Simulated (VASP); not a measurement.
# I in VASP: notebook

The runs below take I through single point, relaxation of cell and atoms, with PBE.

Everything below comes from runs of VASP 6.6.1. Logs are shortened: lines on timing, memory, paths and dates and some standing lists are left out, and cuts for length are marked.

## Step 1: The cell of the first run

Symmetry: P6_3mc, No. 186, hexagonal system. Conventional cell: a = 4.345 Å, b = 4.345 Å, c = 11.944 Å, α = 90.00°, β = 90.00°, γ = 120.00°. I (site symmetry 3m) has 3 I at 2.51 Å within 3.3 Å. Within 3.3 Å of I (site symmetry 3m) lie 3 I at 2.51 Å.

## Step 2: Single point, PBE

The input, INCAR:

```
SYSTEM = I
PREC = Accurate ; ENCUT = 520
EDIFF = 1E-6 ; ISMEAR = 0
SIGMA = 0.1 ; LREAL = .False.
LASPH = .True. ; NELM = 100
ALGO = Normal ; ISIF = 2
LWAVE = .False. ; LCHARG = .False.
GGA = PE ; NBANDS = 22
```

The input, KPOINTS:

```
regular mesh
0
Gamma
  6 6 2
  0 0 0
```

The input, POSCAR:

```
I
1.0
    4.3449736450      0.0000000000      0.0000000000
   -2.1724868225      3.7628575553      0.0000000000
    0.0000000000      0.0000000000     11.9442855297
I
4
Direct
    0.0000000000      0.0000000000      0.0000000000
    0.0000000000      0.0000000000      0.5000000000
    0.3333333333      0.6666666667      0.0050000000
    0.6666666667      0.3333333333      0.5050000000
```

Potentials or basis: VASP PAW PBE potentials, release 64 (I).

Started as:

```sh
cat potpaw_PBE.64/I/POTCAR > POTCAR
mpirun -np 1 vasp_std > vasp.out
```

OUTCAR:

```text
SYSTEM = I
   PREC = Accurate
   ENCUT = 520
   EDIFF = 1E-6
   ISMEAR = 0
   LREAL = .False.
   LASPH = .True.
   NELM = 100
   ISIF = 2
   GGA = PE

 ion  position               nearest neighbor table
   1  0.000  0.000  0.000-   3 2.51   3 2.51   3 2.51
   2  0.000  0.000  0.500-   4 2.51   4 2.51   4 2.51
   3  0.333  0.667  0.005-   1 2.51   1 2.51   1 2.51
   4  0.667  0.333  0.505-   2 2.51   2 2.51   2 2.51

  LATTYP: Found a hexagonal cell.
 ALAT       =     4.3449736450
 C/A-ratio  =     2.7489891782

  Lattice vectors:

 A1 = (   4.3449736450,   0.0000000000,   0.0000000000)
 A2 = (  -2.1724868225,   3.7628575553,   0.0000000000)
 A3 = (   0.0000000000,   0.0000000000,  11.9442855297)

Analysis of symmetry for initial positions (statically):
=====================================================================
 Subroutine PRICEL returns:
 Original cell was already a primitive cell.

 Routine SETGRP: Setting up the symmetry group for a
 hexagonal supercell.

 Subroutine GETGRP returns: Found 12 space group operations
 (whereof  6 operations were pure point group operations)
 out of a pool of 24 trial point group operations.

The static configuration has the point symmetry C_3v.
 The point group associated with its full space group is C_6v.

Analysis of symmetry for dynamics (positions and initial velocities):
=====================================================================
 Subroutine PRICEL returns:
 Original cell was already a primitive cell.

 Routine SETGRP: Setting up the symmetry group for a
 hexagonal supercell.

 Subroutine GETGRP returns: Found 12 space group operations
 (whereof  6 operations were pure point group operations)
 out of a pool of 24 trial point group operations.

The dynamic configuration has the point symmetry C_3v.
 The point group associated with its full space group is C_6v.

 Subroutine INISYM returns: Found 12 space group operations
 (whereof  6 operations are pure point group operations),
 and found     1 'primitive' translations

----------------------------------------------------------------------------------------

                                     Primitive cell

  volume of cell :     195.2833
[... 76 lines left out ...]
   ISPIN  =      1    spin polarized calculation?
   LNONCOLLINEAR =      F non collinear calculations
   LSORBIT =      F    spin-orbit coupling
   LASPH  =      T    aspherical Exc in radial PAW
   ENCUT  =  520.0 eV  38.22 Ry    6.18 a.u.   8.08  8.08 22.21*2*pi/ulx,y,z
   NELM   =    100;   NELMIN=  2; NELMDL= -5     # of ELM steps
   EDIFF  = 0.1E-05   stopping-criterion for ELM
   LREAL  =      F    real-space projection
   EDIFFG = 0.1E-04   stopping-criterion for IOM
   NSW    =      0    number of steps for IOM
   IBRION =     -1    ionic relax: 0-MD 1-quasi-New 2-CG
   NFREE  =      0    steps in history (QN), initial steepest desc. (CG)
   ISIF   =      2    stress and relaxation
   ISYM   =      2    0-nonsym 1-usesym 2-fastsym
   POTIM  = 0.5000    time-step for ionic-motion
   TEBEG  =    0.0;   TEEND  =   0.0 temperature during run
   PSTRESS=    0.0 pullay stress
   NELECT =      28.0000    total number of electrons
   NUPDOWN=      -1.0000    fix difference up-down
   EMIN   =  10.00;   EMAX   =-10.00  energy-range for DOS
   EFERMI =   0.00;   METHOD = LEGACY
   ISMEAR =     0;   SIGMA  =   0.10  broadening in eV -4-tet -1-fermi 0-gaus
   EFERMI_NEDOS =   21; number of points for ismear=-14 and -15
   IALGO  =     38    algorithm
   IMIX   =      4    mixing-type and parameters
     AMIX     =   0.40;   BMIX     =  1.00
     AMIX_MAG =   1.60;   BMIX_MAG =  1.00
  volume/ion in A,a.u.               =      48.82       329.46
  Fermi-wavevector in a.u.,A,eV,Ry     =   0.856852  1.619215  9.989334  0.734195
  Thomas-Fermi vector in A             =   1.973817
   LORBIT       =      0    0 simple, 1 ext, 2 COOP (PROOUT), +10 PAW based schemes
   GGA     = PE    functional components
   LHFCALC =     F    Hartree Fock is set to
   AEXX    =    0.0000 exact exchange contribution
   IVDW    =     0    specifies the selected vdW correction
   LEPSILON=     F    determine dielectric tensor
   LRPA    =     F    only Hartree local field effects (RPA)
 non-spin polarized calculation
 Gauss-broadening in eV      SIGMA  =   0.10
  energy-cutoff  :      520.00
  volume of cell :      195.28
 maximum number of plane-waves:      5290
   NGX = 17   NGY = 17   NGZ = 45

 number of electron      28.0000000 magnetization

 Free energy of the ion-electron system (eV)
  ---------------------------------------------------
  ext. energy  EPLUGINS =         0.00000000
  ---------------------------------------------------
  free energy    TOTEN  =         4.84927339 eV

  energy without entropy =        4.86773533  energy(sigma->0) =        4.85850436

 E-fermi :   3.5636     XC(G=0):  -6.6672

 val. band max:        3.3796446906   @ k =   0.3333   0.1667   0.0000
 cond. band min:       3.5897106166   @ k =   0.3333   0.0000   0.0000
 fundamental gap:      0.2100659260
 Fermi energy:         3.5636476325

 k-point     1 :       0.0000    0.0000    0.0000
  band No.  band energies     occupation
      1     -14.4511      2.00000
      2     -14.4490      2.00000
      3      -6.3130      2.00000
      4      -6.3121      2.00000
      5      -3.7579      2.00000
      6      -3.7579      2.00000
[... 339 lines left out ...]
     21       8.9401      0.00000
     22       8.9401      0.00000

------------------------ aborting loop because EDIFF is reached ----------------------------------------

  FORCE on cell =-STRESS in cart. coord.  units (eV):
  Direction    XX          YY          ZZ          XY          YZ          ZX
  --------------------------------------------------------------------------------------
  -------------------------------------------------------------------------------------
  Total       53.7442069     53.7442069     -0.0168214     -0.0000000      0.0000000      0.0000000
  in kB      440.9376056    440.9376056     -0.1380093     -0.0000000      0.0000000      0.0000000
  external PRESSURE =     293.9124007 kB  Pullay stress =       0.0000000 kB

 VOLUME and BASIS-vectors are now :
 -----------------------------------------------------------------------------
  energy-cutoff  :      520.00
  volume of cell :      195.28
      direct lattice vectors                 reciprocal lattice vectors
     4.344973645  0.000000000  0.000000000     0.230150993  0.132877738  0.000000000
    -2.172486822  3.762857555  0.000000000     0.000000000  0.265755476  0.000000000
     0.000000000  0.000000000 11.944285530     0.000000000  0.000000000  0.083722044

 POSITION                                       TOTAL-FORCE (eV/Angst)
 -----------------------------------------------------------------------------------
      0.00000      0.00000      0.00000        -0.000000      0.000000     -0.369260
      0.00000      0.00000      5.97214         0.000000     -0.000000     -0.369260
     -0.00000      2.50857      0.05972         0.000000     -0.000000      0.369260
      2.17249      1.25429      6.03186        -0.000000      0.000000      0.369260
 -----------------------------------------------------------------------------------
    total drift:                                0.000000      0.000000      0.000069

  FREE ENERGIE OF THE ION-ELECTRON SYSTEM (eV)
  ---------------------------------------------------
  free  energy   TOTEN  =         4.8492733902 eV

  energy  without entropy=        4.8677353296  energy(sigma->0) =        4.85850436
```

stdout:

```text
POSCAR found type information on POSCAR I
 POSCAR found :  1 types and       4 ions
 scaLAPACK will be used
 LDA part: xc-table for (Slater+PW92), standard interpolation
 POSCAR, INCAR and KPOINTS ok, starting setup
 FFT: planning ... GRIDC
 FFT: planning ... GRID_SOFT
 FFT: planning ... GRID
 WAVECAR not read
 entering main loop
```

It took 43 s on 1 thread of Intel Xeon Platinum 8259CL at 2.50GHz (Skylake/Cascade Lake), shared host; peak memory 0.29 GiB.

What came out:

```
Free energy            : 4.8493 eV
Pressure               : 29.4 GPa
Largest force          : 0.369 eV/Å
Band gap on the k mesh : zero (band 14 reaches 5.41 eV, above the bottom of band 15 at 2.84 eV)
```

Forces in eV/Å, atoms in the order of the input:
```
I    0.000  0.000 -0.369
I    0.000  0.000 -0.369
I    0.000  0.000  0.369
I    0.000  0.000  0.369
```

Caveat: spin-orbit coupling is left out, which moves the levels of the heavy elements.

## Step 3: Single point, PBE

This run uses another cell than the first one, of 65.26 Å³/atom, 1.337 times its volume.

The input, INCAR:

```
SYSTEM = I
  PREC = Accurate
  ENCUT = 520
  EDIFF = 1E-6
  ISMEAR = 0
  SIGMA = 0.1
  LREAL = .FALSE.
  LASPH = .TRUE.
  NELM = 100
  ALGO = Normal
  ISIF = 2
  LWAVE = .FALSE.
  LCHARG = .TRUE.
  GGA = PE
  LELF = .TRUE.
  LVHAR = .TRUE.
  NBANDS = 22
```

The input, KPOINTS:

```
Automatic mesh
0
G
  6 6 2
  0 0 0
```

The input, POSCAR:

```
I
1.0
    5.5517991074      0.0000000000      0.0000000000
   -2.7758995537      4.8079990637      0.0000000000
    0.0000000000      0.0000000000      9.7794311919
I
4
Direct
    0.0000000000      0.0000000000      0.0025988288
    0.0000000000      0.0000000000      0.5025988288
    0.3333333333      0.6666666667      0.0024011712
    0.6666666667      0.3333333333      0.5024011712
```

Potentials or basis: VASP PAW PBE potentials, release 64 (I).

Started as:

```sh
cat potpaw_PBE.64/I/POTCAR > POTCAR
mpirun -np 1 vasp_std > vasp.out
```

It took 73 s on 1 thread of Intel Xeon Platinum 8259CL at 2.50GHz (Skylake/Cascade Lake), shared host; peak memory 0.38 GiB.

It converged, with:

* Free energy: -4.9014 eV
* Pressure: 0.0 GPa
* Band gap on the k mesh: zero (band 14 reaches -0.47 eV, above the bottom of band 15 at -0.48 eV)

Forces on the atoms (eV/Å):
```
I    0.000  0.000 -0.002
I    0.000  0.000 -0.002
I    0.000  0.000  0.002
I    0.000  0.000  0.002
```

Levels at points of the mesh, in eV from the Fermi level:
| k point | band 12 | band 13 | band 14 | band 15 | band 16 | band 17 |
| --- | --- | --- | --- | --- | --- | --- |
| (0.00, 0.00, 0.00) | -0.09 | -0.09 | -0.06 | -0.06 | -0.06 | 4.41 |
| (0.50, 0.00, 0.00) | -0.83 | -0.09 | -0.09 | 1.03 | 1.05 | 5.73 |
| (0.00, 0.00, 0.50) | -0.17 | -0.07 | -0.07 | -0.07 | -0.07 | 5.36 |
| (0.50, 0.00, 0.50) | -0.96 | -0.09 | -0.09 | 1.04 | 1.04 | 5.95 |

Caveat: spin-orbit coupling is left out, which moves the levels of the heavy elements; this functional lacks dispersion, which binds the layers, so the pressure and a relaxed spacing across them are unreliable.

## Step 4: Relaxation of cell and atoms, PBE

The input, INCAR:

```
ALGO = Normal
EDIFF = 1E-6
EDIFFG = -0.04
ENCUT = 600
GGA = PE
IBRION = 2
ISIF = 3
ISMEAR = 0
LASPH = T
LCHARG = F
LREAL = F
LWAVE = F
NELM = 100
NSW = 90
PREC = Accurate
SIGMA = 0.1
```

The input, KPOINTS:

```
k-points
0
Gamma
  6 6 2
```

The input, POSCAR:

```
I
1.0
    4.3449736450      0.0000000000      0.0000000000
   -2.1724868225      3.7628575553      0.0000000000
    0.0000000000      0.0000000000     11.9442855297
I
4
Direct
    0.0000000000      0.0000000000      0.0000000000
    0.0000000000      0.0000000000      0.5000000000
    0.3333333333      0.6666666667      0.0050000000
    0.6666666667      0.3333333333      0.5050000000
```

Started as:

```sh
cat potpaw_PBE.64/I/POTCAR > POTCAR
mpirun -np 1 vasp_std > vasp.out
```

Run time: 7.8 min. Hardware: 1 thread of Intel Xeon Platinum 8259CL at 2.50GHz (Skylake/Cascade Lake), shared host; peak memory 0.38 GiB.

It converged, with:

```
Free energy                            : -4.8872 eV
Relaxed cell                           : a = 5.548 Å, b = 5.548 Å, c = 11.839 Å, α = 90.00°, β = 90.00°, γ = 120.00°
Space group after relaxing (to 0.05 Å) : P6_3/mmc (No. 194)
Energy gained by relaxing              : 2434.0 meV/atom
Ionic steps                            : 13
Pressure after relaxing                : 0.0 GPa
Largest force after relaxing           : 0.006 eV/Å
Band gap on the k mesh                 : zero (filled and empty bands touch)
```

Forces on the atoms (eV/Å):
```
I    0.000  0.000 -0.006
I    0.000  0.000 -0.006
I    0.000  0.000  0.006
I    0.000  0.000  0.006
```

The path:
| step | energy change (eV) | largest force (eV/Å) | pressure (GPa) | volume (Å³) |
| --- | --- | --- | --- | --- |
| 1 | 0.0000 | 0.3692 | 29.39 | 195.28 |
| 2 | -7.1541 | 0.0419 | -1.14 | 530.38 |
| 3 | -7.6001 | 0.0532 | -1.35 | 491.75 |
| 4 | -8.0903 | 0.0647 | -1.52 | 455.09 |
| 5 | -9.7191 | 0.0898 | 0.30 | 311.65 |
| 6 | -9.7085 | 0.0968 | -0.42 | 328.19 |
| 7 | -9.7285 | 0.0933 | -0.03 | 318.60 |
| 8 | -9.7274 | 0.0920 | 0.10 | 315.84 |
| 9 | -9.7289 | 0.0822 | 0.09 | 315.64 |
| 10 | -9.7325 | 0.0526 | 0.09 | 315.06 |
| 11 | -9.7353 | 0.0074 | 0.07 | 313.89 |
| 12 | -9.7344 | 0.0031 | -0.14 | 318.03 |
| 13 | -9.7361 | 0.0056 | -0.01 | 315.56 |

Final structure:
```yaml
crystal:
  lattice:
    - [5.54786, 0.00000, 0.00000]
    - [-2.77393, 4.80458, 0.00000]
    - [0.00000, 0.00000, 11.83875]
  atoms:
    - { symbol: I, position: [0.00000, 0.00000, 0.00269] }
    - { symbol: I, position: [0.00000, 0.00000, 0.50269] }
    - { symbol: I, position: [0.33333, 0.66667, 0.00231] }
    - { symbol: I, position: [0.66667, 0.33333, 0.50231] }
```

Levels at points of the mesh, in eV from the Fermi level:
```
           k point  band 10  band 11  band 12  band 13  band 14  band 15  band 16  band 17  band 18
(0.00, 0.00, 0.00)    -2.08    -0.17    -0.14    -0.07    -0.07    -0.07    -0.07     4.33     6.00
(0.50, 0.00, 0.00)    -1.55    -0.96    -0.94    -0.09    -0.08     1.05     1.05     5.74     5.81
(0.00, 0.00, 0.50)    -2.16    -0.16    -0.16    -0.07    -0.07    -0.07    -0.07     4.91     4.91
(0.50, 0.00, 0.50)    -1.58    -0.95    -0.95    -0.09    -0.09     1.05     1.05     5.89     5.89
```

Caveat: the volume moved by over 15 % at a fixed basis, so the end points are rough; spin-orbit coupling is left out, which moves the levels of the heavy elements.

(Part 1 of 2 ends here.)
